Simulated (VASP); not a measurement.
A run of VASP 6.6.1:

INCAR

```
SYSTEM = Ge
  ALGO = Normal
  EDIFF = 1E-8
  ENCUT = 520
  GGA = PE
  ISIF = 2
  ISMEAR = -1
  LASPH = .True.
  LCHARG = .False.
  LEFG = .True.
  LREAL = .False.
  LWAVE = .False.
  NBANDS = 21
  NELM = 100
  PREC = Accurate
  SIGMA = 0.05
```

KPOINTS

```
k-points
0
Gamma
  10 10 10
  0 0 0
```

File POSCAR:

```
Ge
1.0
    0.0000000000      2.8287700000      2.9136331000
    2.8287700000      0.0000000000      2.9136331000
    2.8287700000      2.8287700000      0.0000000000
Ge
2
Direct
    0.5000000000      0.5000000000      0.5000000000
    0.7500000000      0.7500000000      0.7500000000
```

Potentials or basis: VASP PAW PBE potentials, release 64 (Ge_d).

Run with:

```sh
$ cat potpaw_PBE.64/Ge_d/POTCAR > POTCAR
$ mpirun -np 1 vasp_std > vasp.out
```

Hardware: 1 thread of Intel(R) Xeon(R) 6975P-C (Granite Rapids), on a shared host.

Task: How long does it take, and how much memory?

Result: Wall time 40 s on 1 thread of Intel(R) Xeon(R) 6975P-C (Granite Rapids) (shared host), peak memory 0.21 GiB. Counts: scf iterations 15, k points 102.
